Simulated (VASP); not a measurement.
# LaGe2Pb2 (P4/mbm) in VASP: a series of runs

The runs below take LaGe2Pb2 through single point, with PBE, PBEsol.

Everything below comes from runs of VASP 6.6.1. Logs are shortened: lines on timing, memory, paths and dates and some standing lists are left out, and cuts for length are marked.

## (1) The cell of the first run

It takes space group P4/mbm (No. 127, tetragonal). The conventional cell has a = 7.071 Å, b = 7.071 Å, c = 5.182 Å, α = 90.00°, β = 90.00°, γ = 90.00°. La (site symmetry 4/m) has 8 Pb at 3.71 Å and 8 Ge at 3.77 Å within 4.9 Å. Ge (site symmetry m2m) has 3 Pb at 2.01 to 2.12 Å within 2.7 Å. Within 2.7 Å of Pb (site symmetry m2m) lie 3 Ge at 2.01 to 2.12 Å.

## (2) Single point, PBE

Contents of INCAR:

```
PREC     = Accurate       # precision mode
ENCUT    = 520            # plane-wave cutoff, eV
EDIFF    = 1E-6           # SCF threshold, eV
ISMEAR   = 1              # smearing method
SIGMA    = 0.1913         # smearing width, eV
LREAL    = F              # projectors in reciprocal space
LASPH    = T              # aspherical terms in the spheres
NELM     = 100            # most SCF steps
ALGO     = Normal         # electronic algorithm
ISIF     = 2              # what is computed and relaxed
LWAVE    = F              # write WAVECAR
LCHARG   = F              # write CHGCAR
GGA      = PE             # functional
NBANDS   = 78             # bands
```

Contents of KPOINTS:

```
regular mesh
0
Gamma
  3 3 4
```

Contents of POSCAR:

```
LaGe2Pb2
1.0
    7.0707960000      0.0000000000      0.0000000000
    0.0000000000      7.0707960000      0.0000000000
    0.0000000000      0.0000000000      5.1816290000
La Ge Pb
2 4 4
Direct
    0.0000000000      0.0000000000      0.0000000000
    0.5000000000      0.5000000000      0.0000000000
    0.3613000000      0.8613000000      0.5000000000
    0.1387000000      0.3613000000      0.5000000000
    0.6387000000      0.1387000000      0.5000000000
    0.8613000000      0.6387000000      0.5000000000
    0.1601000000      0.6601000000      0.5000000000
    0.3399000000      0.1601000000      0.5000000000
    0.8399000000      0.3399000000      0.5000000000
    0.6601000000      0.8399000000      0.5000000000
```

Potentials or basis: VASP PAW PBE potentials, release 64 (La, Ge_d, Pb_d).

Command:

```
$ cat potpaw_PBE.64/La/POTCAR potpaw_PBE.64/Ge_d/POTCAR potpaw_PBE.64/Pb_d/POTCAR > POTCAR
$ mpirun -np 1 vasp_std > vasp.out
```

OUTCAR:

```text
PREC = Accurate
   ENCUT = 520
   EDIFF = 1E-6
   ISMEAR = 1
   LREAL = F
   LASPH = T
   NELM = 100
   ISIF = 2
   GGA = PE

 ion  position               nearest neighbor table
   1  0.000  0.000  0.000-   7 3.71   8 3.71   9 3.71  10 3.71   7 3.71   8 3.71   9 3.71  10 3.71

   2  0.500  0.500  0.000-   7 3.71   8 3.71   9 3.71  10 3.71   7 3.71   8 3.71   9 3.71  10 3.71

   3  0.361  0.861  0.500-   7 2.01   8 2.12  10 2.12   5 2.77
   4  0.139  0.361  0.500-   8 2.01   7 2.12   9 2.12   6 2.77
   5  0.639  0.139  0.500-   9 2.01   8 2.12  10 2.12   3 2.77
   6  0.861  0.639  0.500-  10 2.01   9 2.12   7 2.12   4 2.77
   7  0.160  0.660  0.500-   3 2.01   4 2.12   6 2.12   9 3.20   1 3.71   2 3.71   1 3.71   2 3.71
                             8 3.76  10 3.76   8 3.76  10 3.76
   8  0.340  0.160  0.500-   4 2.01   3 2.12   5 2.12  10 3.20   1 3.71   2 3.71   1 3.71   2 3.71
                             9 3.76   7 3.76   7 3.76   9 3.76
   9  0.840  0.340  0.500-   5 2.01   4 2.12   6 2.12   7 3.20   1 3.71   2 3.71   1 3.71   2 3.71
                             8 3.76  10 3.76  10 3.76   8 3.76
  10  0.660  0.840  0.500-   6 2.01   5 2.12   3 2.12   8 3.20   1 3.71   2 3.71   1 3.71   2 3.71
                             7 3.76   9 3.76   9 3.76   7 3.76

  LATTYP: Found a simple tetragonal cell.
 ALAT       =     7.0707960000
 C/A-ratio  =     0.7328211703

  Lattice vectors:

 A1 = (   7.0707960000,   0.0000000000,   0.0000000000)
 A2 = (   0.0000000000,   7.0707960000,   0.0000000000)
 A3 = (   0.0000000000,   0.0000000000,   5.1816290000)

Analysis of symmetry for initial positions (statically):
=====================================================================
 Subroutine PRICEL returns:
 Original cell was already a primitive cell.

 Routine SETGRP: Setting up the symmetry group for a
 simple tetragonal supercell.

 Subroutine GETGRP returns: Found 16 space group operations
 (whereof  8 operations were pure point group operations)
 out of a pool of 16 trial point group operations.

The static configuration has the point symmetry C_4h.
 The point group associated with its full space group is D_4h.

Analysis of symmetry for dynamics (positions and initial velocities):
=====================================================================
 Subroutine PRICEL returns:
 Original cell was already a primitive cell.

 Routine SETGRP: Setting up the symmetry group for a
 simple tetragonal supercell.

 Subroutine GETGRP returns: Found 16 space group operations
 (whereof  8 operations were pure point group operations)
 out of a pool of 16 trial point group operations.

The dynamic configuration has the point symmetry C_4h.
 The point group associated with its full space group is D_4h.

 Subroutine INISYM returns: Found 16 space group operations
 (whereof  8 operations are pure point group operations),
 and found     1 'primitive' translations

----------------------------------------------------------------------------------------

                                     Primitive cell

  volume of cell :     259.0615

  direct lattice vectors                    reciprocal lattice vectors
     7.070796000  0.000000000  0.000000000     0.141426793  0.000000000  0.000000000
     0.000000000  7.070796000  0.000000000     0.000000000  0.141426793  0.000000000
     0.000000000  0.000000000  5.181629000     0.000000000  0.000000000  0.192989502

  length of vectors
     7.070796000  7.070796000  5.181629000     0.141426793  0.141426793  0.192989502

  position of ions in fractional coordinates (direct lattice)
     0.000000000  0.000000000  0.000000000
     0.500000000  0.500000000  0.000000000
     0.361300000  0.861300000  0.500000000
     0.138700000  0.361300000  0.500000000
     0.638700000  0.138700000  0.500000000
     0.861300000  0.638700000  0.500000000
     0.160100000  0.660100000  0.500000000
     0.339900000  0.160100000  0.500000000
     0.839900000  0.339900000  0.500000000
     0.660100000  0.839900000  0.500000000

  ion indices of the primitive-cell ions
   primitive index   ion index
                 1           1
                 2           2
                 3           3
                 4           4
                 5           5
                 6           6
                 7           7
                 8           8
                 9           9
                10          10

----------------------------------------------------------------------------------------

 KPOINTS: regular mesh

Automatic generation of k-mesh.
 Grid dimensions read from file:
 generate k-points for:    3    3    4

 Generating k-lattice:

  Cartesian coordinates                     Fractional coordinates (reciprocal lattice)
     0.047142264  0.000000000  0.000000000     0.333333333  0.000000000  0.000000000
     0.000000000  0.047142264  0.000000000     0.000000000  0.333333333  0.000000000
     0.000000000  0.000000000  0.048247375     0.000000000  0.000000000  0.250000000

  Length of vectors
     0.047142264  0.047142264  0.048247375

  Shift w.r.t. Gamma in fractional coordinates (k-lattice)
     0.000000000  0.000000000  0.000000000

 Subroutine IBZKPT returns following result:
 ===========================================

 Found      9 irreducible k-points:

 Following reciprocal coordinates:
            Coordinates               Weight
  0.000000  0.000000  0.000000      1.000000
  0.333333  0.000000  0.000000      4.000000
  0.333333  0.333333  0.000000      4.000000
  0.000000  0.000000  0.250000      2.000000
  0.333333  0.000000  0.250000      8.000000
  0.333333  0.333333  0.250000      8.000000
  0.000000  0.000000  0.500000      1.000000
  0.333333  0.000000  0.500000      4.000000
  0.333333  0.333333  0.500000      4.000000
   k-points           NKPTS =      9   k-points in BZ     NKDIM =      9   number of bands    NBANDS=     78
   number of dos      NEDOS =    301   number of ions     NIONS =     10
   total plane-waves  NPLWV = 116640
   dimension x,y,z NGX =    54 NGY =   54 NGZ =   40
   dimension x,y,z NGXF=   108 NGYF=  108 NGZF=   80
   ions per type =               2   4   4
   NGX,Y,Z   is equivalent  to a cutoff of  12.70, 12.70, 12.83 a.u.
   NGXF,Y,Z  is equivalent  to a cutoff of  25.39, 25.39, 25.67 a.u.
 SYSTEM =  unknown system
   PREC   = accura    normal or accurate (medium, high low for compatibility)
   ISTART =      0    job   : 0-new  1-cont  2-samecut
   ICHARG =      2    charge: 1-file 2-atom 10-const
   ISPIN  =      1    spin polarized calculation?
   LNONCOLLINEAR =      F non collinear calculations
   LSORBIT =      F    spin-orbit coupling
   LASPH  =      T    aspherical Exc in radial PAW
   ENCUT  =  520.0 eV  38.22 Ry    6.18 a.u.  13.15 13.15  9.63*2*pi/ulx,y,z
   NELM   =    100;   NELMIN=  2; NELMDL= -5     # of ELM steps
   EDIFF  = 0.1E-05   stopping-criterion for ELM
   LREAL  =      F    real-space projection
   EDIFFG = 0.1E-04   stopping-criterion for IOM
   NSW    =      0    number of steps for IOM
   IBRION =     -1    ionic relax: 0-MD 1-quasi-New 2-CG
   NFREE  =      0    steps in history (QN), initial steepest desc. (CG)
   ISIF   =      2    stress and relaxation
   ISYM   =      2    0-nonsym 1-usesym 2-fastsym
   POTIM  = 0.5000    time-step for ionic-motion
   TEBEG  =    0.0;   TEEND  =   0.0 temperature during run
   PSTRESS=    0.0 pullay stress
   NELECT =     134.0000    total number of electrons
   NUPDOWN=      -1.0000    fix difference up-down
   EMIN   =  10.00;   EMAX   =-10.00  energy-range for DOS
   EFERMI =   0.00;   METHOD = LEGACY
   ISMEAR =     1;   SIGMA  =   0.19  broadening in eV -4-tet -1-fermi 0-gaus
   EFERMI_NEDOS =   21; number of points for ismear=-14 and -15
   IALGO  =     38    algorithm
   IMIX   =      4    mixing-type and parameters
     AMIX     =   0.40;   BMIX     =  1.00
     AMIX_MAG =   1.60;   BMIX_MAG =  1.00
  volume/ion in A,a.u.               =      25.91       174.82
  Fermi-wavevector in a.u.,A,eV,Ry     =   1.314141  2.483367 23.496823  1.726968
  Thomas-Fermi vector in A             =   2.444415
   LORBIT       =      0    0 simple, 1 ext, 2 COOP (PROOUT), +10 PAW based schemes
   GGA     = PE    functional components
   LHFCALC =     F    Hartree Fock is set to
   AEXX    =    0.0000 exact exchange contribution
   IVDW    =     0    specifies the selected vdW correction
   LEPSILON=     F    determine dielectric tensor
   LRPA    =     F    only Hartree local field effects (RPA)
 non-spin polarized calculation
 Methfessel and Paxton  Order N= 1 SIGMA  =   0.19
  energy-cutoff  :      520.00
  volume of cell :      259.06
 maximum number of plane-waves:      6995
 NGX is ok and might be reduce to    54
   NGX = 27   NGY = 27   NGZ = 19

 number of electron     134.0000090 magnetization

 Free energy of the ion-electron system (eV)
  ---------------------------------------------------
  ext. energy  EPLUGINS =         0.00000000
  ---------------------------------------------------
  free energy    TOTEN  =        -3.82493411 eV

  energy without entropy =       -3.82766728  energy(sigma->0) =       -3.82584517

 E-fermi :   8.6382     XC(G=0): -10.0616

 val. band max:        8.5994717386   @ k =   0.3333   0.0000   0.0000
 cond. band min:       8.6442751034   @ k =   0.3333   0.3333   0.2500
 fundamental gap:      0.0448033648
 Fermi energy:         8.6381568735

 k-point     1 :       0.0000    0.0000    0.0000
  band No.  band energies     occupation
      1     -25.4055      2.00000
      2     -25.4024      2.00000
      3     -18.6800      2.00000
      4     -18.4539      2.00000
      5     -18.4112      2.00000
      6     -18.4112      2.00000
[... 70 lines left out ...]
     77       9.4718     -0.00000
     78       9.4968     -0.00000
[... 646 lines left out ...]
     77       9.5029     -0.00000
     78       9.5122     -0.00000

------------------------ aborting loop because EDIFF is reached ----------------------------------------

  FORCE on cell =-STRESS in cart. coord.  units (eV):
  Direction    XX          YY          ZZ          XY          YZ          ZX
  --------------------------------------------------------------------------------------
  -------------------------------------------------------------------------------------
  Total      167.3354897    167.3354897     -9.2538016      0.0000000      0.0000000     -0.0000000
  in kB     1034.8936250   1034.8936250    -57.2305389      0.0000000      0.0000000     -0.0000000
  external PRESSURE =     670.8522371 kB  Pullay stress =       0.0000000 kB

 VOLUME and BASIS-vectors are now :
 -----------------------------------------------------------------------------
  energy-cutoff  :      520.00
  volume of cell :      259.06
      direct lattice vectors                 reciprocal lattice vectors
     7.070796000  0.000000000  0.000000000     0.141426793  0.000000000  0.000000000
     0.000000000  7.070796000  0.000000000     0.000000000  0.141426793  0.000000000
     0.000000000  0.000000000  5.181629000     0.000000000  0.000000000  0.192989502

 POSITION                                       TOTAL-FORCE (eV/Angst)
 -----------------------------------------------------------------------------------
      0.00000      0.00000      0.00000         0.000000     -0.000000      0.000000
      3.53540      3.53540      0.00000         0.000000     -0.000000      0.000000
      2.55468      6.09008      2.59081         0.355530      0.355530      0.000000
      0.98072      2.55468      2.59081        -0.355530      0.355530     -0.000000
      4.51612      0.98072      2.59081        -0.355530     -0.355530      0.000000
      6.09008      4.51612      2.59081         0.355530     -0.355530      0.000000
      1.13203      4.66743      2.59081         0.675468      0.675468      0.000000
      2.40336      1.13203      2.59081        -0.675468      0.675468     -0.000000
      5.93876      2.40336      2.59081        -0.675468     -0.675468     -0.000000
      4.66743      5.93876      2.59081         0.675468     -0.675468      0.000000
 -----------------------------------------------------------------------------------
    total drift:                                0.000000     -0.000000     -0.000000

  FREE ENERGIE OF THE ION-ELECTRON SYSTEM (eV)
  ---------------------------------------------------
  free  energy   TOTEN  =        -3.8249341115 eV

  energy  without entropy=       -3.8276672833  energy(sigma->0) =       -3.82584517
```

Wall time 8.6 min (1 thread of Oxide Virtual Turin-like, shared host); peak memory 0.38 GiB.

What came out:

```yaml
Free_energy: -3.8249 eV
Pressure: 67.1 GPa
Largest_force: 0.955 eV/Å
Band_gap_on_the_k_mesh: zero (band 67 reaches 9.04 eV, above the bottom of band 68 at 8.45 eV)
```

Forces on the atoms (eV/Å):
```
La   0.000  0.000  0.000
La   0.000  0.000  0.000
Ge   0.356  0.356  0.000
Ge  -0.356  0.356  0.000
Ge  -0.356 -0.356  0.000
Ge   0.356 -0.356  0.000
Pb   0.675  0.675  0.000
Pb  -0.675  0.675  0.000
Pb  -0.675 -0.675  0.000
Pb   0.675 -0.675  0.000
```

Levels at points of the mesh, in eV from the Fermi level:
```csv
k point,band 64,band 65,band 66,band 67,band 68,band 69,band 70,band 71
"(0.00, 0.00, 0.00)",-1.08,-1.08,-0.27,-0.26,-0.19,-0.19,0.34,0.38
"(0.00, 0.00, 0.50)",-1.08,-1.08,0.24,0.24,0.30,0.30,0.57,0.64
```

Caveat: spin-orbit coupling is left out, which moves the levels of the heavy elements.

(Part 1 of 2 ends here.)
